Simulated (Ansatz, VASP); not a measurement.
## Two plane-wave programs on HfN

The input INCAR:

```
  PREC = Accurate
  ENCUT = 520
  EDIFF = 1E-6
  ISMEAR = 0
  SIGMA = 0.15
  LREAL = F
  LASPH = T
  NELM = 80
  ALGO = Normal
  ISIF = 2
  LWAVE = F
  LCHARG = T
  GGA = PS
  LELF = T
  LVHAR = T
  NBANDS = 14
```

File KPOINTS:

```
regular mesh
0
Gamma
  16 16 16
```

POSCAR

```
HfN
1.0
    0.0000000000      2.3934514500      2.3934514500
    2.3934514500      0.0000000000      2.3934514500
    2.3934514500      2.3934514500      0.0000000000
Hf N
1 1
Direct
    0.0000000000      0.0000000000      0.0000000000
    0.7500000000      0.7500000000      0.7500000000
```

Input for Ansatz:

```yaml
crystal:
  lattice:
    - [0.0, 2.39345145, 2.39345145]
    - [2.39345145, 0.0, 2.39345145]
    - [2.39345145, 2.39345145, 0.0]
  atoms:
    - { symbol: Hf, position: [0.0, 0.0, 0.0] }
    - { symbol: "N", position: [0.75, 0.75, 0.75] }
basis:
  ecutwfc: 420
kpoints:
  mp_grid: { grid: [16, 16, 16] }
hamiltonian:
  xc: pbesol
scf:
  occupations: { method: gaussian, width: 0.15 }
output:
  forces: true
  stress: true
  eigenvalues: true
```

Change from the starting cell: strain -0.025 along x and y, -0.025 along z, atoms carried along.

Alike in both runs: task single point; functional PBEsol; k mesh 16 × 16 × 16; occupations gaussian, width 0.15 eV; no spin polarisation.

|  | VASP | Ansatz |
| --- | --- | --- |
| version | VASP 6.6.1 | Ansatz 0.2.0 |
| potentials or method | VASP PAW PBE potentials, release 64 (Hf_pv, N), cutoff 520 eV | scalar-relativistic, plane waves, PAW |
| valence electrons in the cell | 15 | 31 |

|  | VASP | Ansatz | Ansatz less VASP |
| --- | --- | --- | --- |
| gap on the k mesh at the Fermi level (eV) | none | none | - |
| pressure (GPa) | 10.5 | 11.2 | +0.69 |

VASP's potentials were made for PBE, not for PBEsol. A gap of «none» marks a metal or a gap that the smearing closes. The functional is the same, so the differences come from potentials, cutoffs and numerics. VASP's potentials hold 15 valence electrons a cell and Ansatz's 31, so a difference there can come from the potentials and not from the codes.

Spin-orbit coupling is off throughout.
